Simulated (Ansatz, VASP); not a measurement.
# Two plane-wave programs on BAs

```xyz
2
Lattice="0.0000 2.4875 2.3474 2.4875 0.0000 2.3474 2.4875 2.4875 0.0000" Properties=species:S:1:pos:R:3 pbc="T T T"
B     0.0000    0.0000    0.0000
As    1.2438    1.2438    1.1737
```

Change from the starting cell: epitaxial_xy strain +4.0%.

Alike in both runs: task single point; functional PBE; k mesh 10 × 10 × 10; occupations fermi-dirac, width 0.02 eV; no spin polarisation.

```csv
,VASP,Ansatz
version,VASP 6.6.1,Ansatz 0.2.0
potentials or method,"VASP PAW PBE potentials, release 64 (B, As_d)","plane waves, PAW"
plane-wave cutoff (eV),560,420
valence electrons in the cell,18,18
```

Ansatz gave:

| Quantity | Value |
| --- | --- |
| pressure (GPa) | -5.3 |
| traceless stress, the component that is largest in VASP (GPa) | 6.90 |

Task: What did VASP give for the same quantities?

Result: Pressure (GPa): -5.5; traceless stress, the component that is largest in VASP (GPa): 6.92.

The functional is the same, so the differences come from potentials, cutoffs and numerics.
